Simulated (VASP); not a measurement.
A run of VASP 6.6.1 is set up as follows.

File POSCAR:

```
W
1.0
   -1.5823450000      1.5823450000      1.5823450000
    1.5823450000     -1.5823450000      1.5823450000
    1.5823450000      1.5823450000     -1.5823450000
W
1
Direct
    0.0000000000      0.0000000000      0.0000000000
```

INCAR.step1

```
SYSTEM = W
PREC = Accurate
ENCUT = 520
EDIFF = 1E-5
ISMEAR = -1
SIGMA = 0.05
LREAL = .FALSE.
LASPH = .TRUE.
NELM = 80
ALGO = Normal
ISIF = 2
LWAVE = .TRUE.
LCHARG = .FALSE.
GGA = PE
NBANDS = 13
```

The input INCAR.step2:

```
SYSTEM = W
PREC = Accurate
ENCUT = 520
EDIFF = 1E-6
ISMEAR = -1
SIGMA = 0.05
LREAL = .FALSE.
LASPH = .TRUE.
NELM = 80
ALGO = Normal
ISIF = 2
LWAVE = .FALSE.
LCHARG = .FALSE.
GGA = B3
LHFCALC = .TRUE.
AEXX = 0.2
AGGAX = 0.72
AGGAC = 0.81
ALDAC = 0.19
PRECFOCK = Normal
ISTART = 1
NBANDS = 13
```

File KPOINTS:

```
Automatic mesh
0
G
  6 6 6
  0 0 0
```

Potentials or basis: VASP PAW PBE potentials, release 64 (W_sv).

The run is started by

```bash
$ cat potpaw_PBE.64/W_sv/POTCAR > POTCAR
$ cp INCAR.step1 INCAR
$ mpirun -np 1 vasp_std > vasp.out
$ cp INCAR.step2 INCAR
$ mpirun -np 1 vasp_std > vasp.out
```

Task: Estimate the pressure.

Result: 7.4 GPa.

Task: Predict the band gap on the k mesh.

Result: Zero (bands 7 and 8 overlap by 7.86 eV).

Caveat: the k points lie up to 0.47 Å⁻¹ apart, too coarse for converged energies and pressures of a metal; the PAW data sets were made with another functional, which shifts forces and pressure a little; spin-orbit coupling is left out, which moves the levels of the heavy elements.
